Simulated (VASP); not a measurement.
A run of VASP 6.6.1 is set up as follows.

INCAR

```
SYSTEM = Zr4Cl
PREC = Accurate
ENCUT = 600
EDIFF = 1E-7
ISMEAR = 0
SIGMA = 0.1
LREAL = .False.
LASPH = .True.
NELM = 60
ALGO = Fast
ISIF = 3
LWAVE = .False.
LCHARG = .False.
GGA = PE
IBRION = 2
NSW = 100
EDIFFG = -0.01
```

The input KPOINTS:

```
regular mesh
0
Gamma
  8 8 8
  0 0 0
```

File POSCAR:

```
Zr4Cl
1.0
    4.8288199961      0.0000000000      0.0000000000
    0.0000000000      4.8288199961      0.0000000000
    0.0000000000      0.0000000000      4.8288199961
Zr Cl
4 1
Direct
    0.5000000000      0.0000000000      0.0000000000
    0.0000000000      0.5000000000      0.0000000000
    0.0000000000      0.0000000000      0.5000000000
    0.5000000000      0.5000000000      0.5000000000
    0.0000000000      0.0000000000      0.0000000000
```

Potentials or basis: VASP PAW PBE potentials, release 64 (Zr_sv, Cl).

Launch:

```bash
$ cat potpaw_PBE.64/Zr_sv/POTCAR potpaw_PBE.64/Cl/POTCAR > POTCAR
$ mpirun -np 1 vasp_std > vasp.out
```

(1) Predict the relaxed cell.

(2) Predict the band gap on the k mesh.

(3) Estimate the relaxed volume.

Answers

(1) a = 4.833 Å, b = 4.833 Å, c = 4.833 Å, α = 90.00°, β = 90.00°, γ = 90.00°.

(2) zero (an odd number of electrons rules out a gap without spin polarisation).

(3) 22.57 Å³/atom.

Caveat: an odd number of electrons without spin polarisation forces a metal; a magnetic or distorted state may lie lower.
